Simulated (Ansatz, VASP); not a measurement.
## One calculation of PbO, two programs

Contents of INCAR:

```
PREC = Accurate
ENCUT = 600
EDIFF = 1E-6
ISMEAR = -1
SIGMA = 0.05
LREAL = F
LASPH = T
NELM = 120
ALGO = Normal
ISIF = 2
LWAVE = F
LCHARG = T
GGA = B5
ALDAX = 1.0
AGGAX = 1.0
AGGAC = 1.0
ALDAC = 0.0
LELF = T
LVHAR = T
NBANDS = 28
GGA_COMPAT = F
```

The input KPOINTS:

```
Automatic mesh
0
Gamma
  7 7 6
```

Contents of POSCAR:

```
PbO
1.0
    3.9085485738      0.0000000000      0.0000000000
    0.0000000000      3.9085485738      0.0000000000
    0.0000000000      0.0000000000      4.9077264047
Pb O
2 2
Direct
    0.5000000000      0.0000000000      0.7600000000
    0.0000000000      0.5000000000      0.2400000000
    0.5000000000      0.5000000000      0.0000000000
    0.0000000000      0.0000000000      0.0000000000
```

Contents of input.yaml:

```yaml
crystal:
  lattice:
    - [3.9085485738, 0.0, 0.0]
    - [0.0, 3.9085485738, 0.0]
    - [0.0, 0.0, 4.9077264047]
  atoms:
    - { symbol: Pb, position: [0.5, 0.0, 0.76] }
    - { symbol: Pb, position: [0.0, 0.5, 0.24] }
    - { symbol: O, position: [0.5, 0.5, 0.0] }
    - { symbol: O, position: [0.0, 0.0, 0.0] }
hamiltonian:
  xc: blyp
  pseudopotentials: { kind: paw }
kpoints:
  mp_grid: { grid: [7, 7, 6] }
scf:
  occupations: { method: fermi_dirac, width: 0.05 }
output:
  forces: true
  stress: true
  eigenvalues: true
```

Alike in both runs: task single point; functional BLYP; k mesh 7 × 7 × 6; occupations fermi-dirac, width 0.05 eV; no spin polarisation.

|  | VASP | Ansatz |
| --- | --- | --- |
| version | VASP 6.6.1 | Ansatz 0.2.0 |
| potentials or method | VASP PAW PBE potentials, release 64 (Pb_d, O) | Ansatz PAW |
| plane-wave cutoff (eV) | 600 | 420 |
| valence electrons in the cell | 40 | 40 |

```csv
,VASP,Ansatz,Ansatz less VASP
gap on the k mesh at the Fermi level (eV),1.43,1.44,+0.014
least direct gap on the mesh (eV),2.57,2.59,+0.019
pressure (GPa),13.8,13.5,-0.36
"traceless stress, the component that is largest in VASP (GPa)",-2.04,-2.05,-0.010
rms of the force components (eV/Å),0.505,0.467,-0.0379
```

VASP's potentials were made for PBE, not for BLYP. Atom by atom the forces differ by 0.038 eV/Å (rms over components).

Neither program's run includes spin-orbit coupling. Noted on Ansatz's run: odd divisions of the mesh miss points on the zone boundary, where band edges often lie, so the gap on the mesh can be too wide.
